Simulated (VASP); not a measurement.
Here is a VASP 6.6.1 calculation.

File INCAR:

```
SYSTEM = Se
  ALGO = Normal
  EDIFF = 1E-6
  ENCUT = 500
  GGA_COMPAT = .FALSE.
  ISIF = 2
  ISMEAR = 0
  LASPH = .TRUE.
  LCHARG = .FALSE.
  LREAL = .FALSE.
  LWAVE = .FALSE.
  NBANDS = 9
  NELM = 120
  PREC = Accurate
  SIGMA = 0.1
```

Contents of KPOINTS:

```
k-points
0
G
  20 20 20
  0 0 0
```

POSCAR

```
Se
1.0
   -1.6796958594      1.6796958594      1.6796958594
    1.6796958594     -1.6796958594      1.6796958594
    1.6796958594      1.6796958594     -1.6796958594
Se
1
Direct
    0.0000000000      0.0000000000      0.0000000000
```

Potentials or basis: VASP PAW LDA potentials, release 64 (Se).

Command:

```bash
$ cat potpaw_LDA.64/Se/POTCAR > POTCAR
$ mpirun -np 1 vasp_std > vasp.out
```

What does it give for the band gap on the k mesh?

Zero (band 3 reaches 9.78 eV, above the bottom of band 4 at 2.36 eV).

What does it give for the pressure?

0.2 GPa.
